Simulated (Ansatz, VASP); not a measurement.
**Two plane-wave programs on CdS**

```
Cd S
1.0
     0.00000    2.91251    2.91251
     2.91251    0.00000    2.91251
     2.91251    2.91251    0.00000
Cd S
1 1
Direct
  0.00000 0.00000 0.00000
  0.25000 0.25000 0.25000
```

Alike in both runs: functional PBEsol; k mesh 8 × 8 × 8; occupations fermi-dirac, width 0.02 eV; no spin polarisation.

Ansatz relaxed the structure, and its values are those at the end. VASP's run is a single point on that final structure, the one shown.

```csv
,VASP,Ansatz
version,VASP 6.6.1,Ansatz 0.2.0
potentials or method,"VASP PAW PBE potentials, release 64 (Cd, S), cutoff 520 eV",PAW plane waves
valence electrons in the cell,18,26
```

|  | VASP | Ansatz | Ansatz less VASP |
| --- | --- | --- | --- |
| gap on the k mesh at the Fermi level (eV) | 1.02 | 1.01 | -0.007 |
| pressure (GPa) | 0.4 | 0.0 | -0.38 |

VASP's potentials were made for PBE, not for PBEsol, and Ansatz warns of the same on its side. VASP's potentials hold 18 valence electrons a cell and Ansatz's 26, so a difference there can come from the potentials and not from the codes.
